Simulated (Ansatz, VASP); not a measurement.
**One calculation of CuOs2, two programs**

Contents of INCAR:

```
PREC = Accurate
ENCUT = 600
EDIFF = 1E-6
ISMEAR = 0
SIGMA = 0.1
LREAL = F
LASPH = T
NELM = 120
ALGO = Normal
ISIF = 2
LWAVE = F
LCHARG = F
GGA = PE
NBANDS = 36
GGA_COMPAT = F
```

Contents of KPOINTS:

```
Automatic mesh
0
Gamma
  6 6 4
```

Contents of POSCAR:

```
CuOs2
1.0
    3.6287007853      0.0000000000      0.0000000000
    0.0000000000      3.6287007853      0.0000000000
    0.0000000000      0.0000000000      5.5366774758
Cu Os
2 4
Direct
    0.0000000000      0.5000000000      0.7000000000
    0.5000000000      0.0000000000      0.3000000000
    0.0000000000      0.0000000000      0.0000000000
    0.5000000000      0.5000000000      0.0000000000
    0.0000000000      0.5000000000      0.2700000000
    0.5000000000      0.0000000000      0.7300000000
```

Input for Ansatz:

```yaml
crystal:
  lattice:
    - [3.6287007853, 0.0, 0.0]
    - [0.0, 3.6287007853, 0.0]
    - [0.0, 0.0, 5.5366774758]
  atoms:
    - { symbol: Cu, position: [0.0, 0.5, 0.7] }
    - { symbol: Cu, position: [0.5, 0.0, 0.3] }
    - { symbol: Os, position: [0.0, 0.0, 0.0] }
    - { symbol: Os, position: [0.5, 0.5, 0.0] }
    - { symbol: Os, position: [0.0, 0.5, 0.27] }
    - { symbol: Os, position: [0.5, 0.0, 0.73] }
basis:
  ecutwfc: 420
kpoints:
  mp_grid: { grid: [6, 6, 4] }
hamiltonian:
  xc: pbe
scf:
  occupations: { method: gaussian, width: 0.1 }
  lower_state_search: "off"
output:
  forces: true
  stress: true
  eigenvalues: true
```

Alike in both runs: task single point; functional PBE; k mesh 6 × 6 × 4; occupations gaussian, width 0.1 eV; no spin polarisation.

|  | VASP | Ansatz |
| --- | --- | --- |
| version | VASP 6.6.1 | Ansatz 0.2.0 |
| potentials or method | VASP PAW PBE potentials, release 64 (Cu, Os), cutoff 600 eV | scalar-relativistic, plane waves, PAW |
| valence electrons in the cell | 54 | 102 |

VASP gave:

| Quantity | Value |
| --- | --- |
| gap on the k mesh at the Fermi level (eV) | none |
| rms of the force components (eV/Å) | 3.489 |

**Question.** What did Ansatz give for the same quantities?

**Answer.** gap on the k mesh at the Fermi level (eV): none; rms of the force components (eV/Å): 3.444.

Atom by atom the forces differ by 0.055 eV/Å (rms over components). A gap of «none» marks a metal or a gap that the smearing closes. VASP's potentials hold 54 valence electrons a cell and Ansatz's 102, so a difference there can come from the potentials and not from the codes.

Spin-orbit coupling is off throughout.
